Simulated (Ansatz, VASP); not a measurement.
**Al: VASP beside Ansatz**

File POSCAR:

```
Al
1.0
    0.0000000000      1.9923965371      1.9923965371
    1.9923965371      0.0000000000      1.9923965371
    1.9923965371      1.9923965371      0.0000000000
Al
1
Direct
    0.0000000000      0.0000000000      0.0000000000
```

Contents of INCAR.step1:

```
SYSTEM = Al
ALGO = Normal
EDIFF = 1E-5
ENCUT = 520
GGA = PE
ISIF = 2
ISMEAR = -1
LASPH = .True.
LCHARG = .False.
LREAL = .False.
LWAVE = .True.
NBANDS = 8
NELM = 60
PREC = Accurate
SIGMA = 0.02
```

File INCAR.step2:

```
SYSTEM = Al
ALGO = Normal
EDIFF = 1E-7
ENCUT = 520
GGA = PE
HFSCREEN = 0.2079
ISIF = 2
ISMEAR = -1
ISTART = 1
LASPH = .True.
LCHARG = .False.
LHFCALC = .True.
LREAL = .False.
LWAVE = .False.
NBANDS = 8
NELM = 60
PREC = Accurate
PRECFOCK = Normal
SIGMA = 0.02
```

The input KPOINTS:

```
k-points
0
Gamma
  8 8 8
  0 0 0
```

Input for Ansatz:

```yaml
crystal:
  lattice:
    - [0.0, 1.9923965371, 1.9923965371]
    - [1.9923965371, 0.0, 1.9923965371]
    - [1.9923965371, 1.9923965371, 0.0]
  atoms:
    - { symbol: Al, position: [0.0, 0.0, 0.0] }
kpoints:
  mp_grid: { grid: [8, 8, 8] }
hamiltonian:
  xc: hse06
scf:
  occupations: { method: fermi_dirac, width: 0.02 }
  n_extra_bands: 4
output:
  forces: true
  stress: true
  eigenvalues: true
```

Alike in both runs: task single point; functional HSE06; k mesh 8 × 8 × 8; occupations fermi-dirac, width 0.02 eV; no spin polarisation.

```csv
,VASP,Ansatz
version,VASP 6.6.1,Ansatz 0.2.0
potentials or method,"VASP PAW PBE potentials, release 64 (Al)","plane waves, PAW"
plane-wave cutoff (eV),520,420
valence electrons in the cell,3,3
```

|  | VASP | Ansatz | Ansatz less VASP |
| --- | --- | --- | --- |
| pressure (GPa) | 3.1 | 3.0 | -0.03 |

Ansatz's warnings: filled band counts differ across k points, stress exchange threshold loose, stress scf threshold loose.
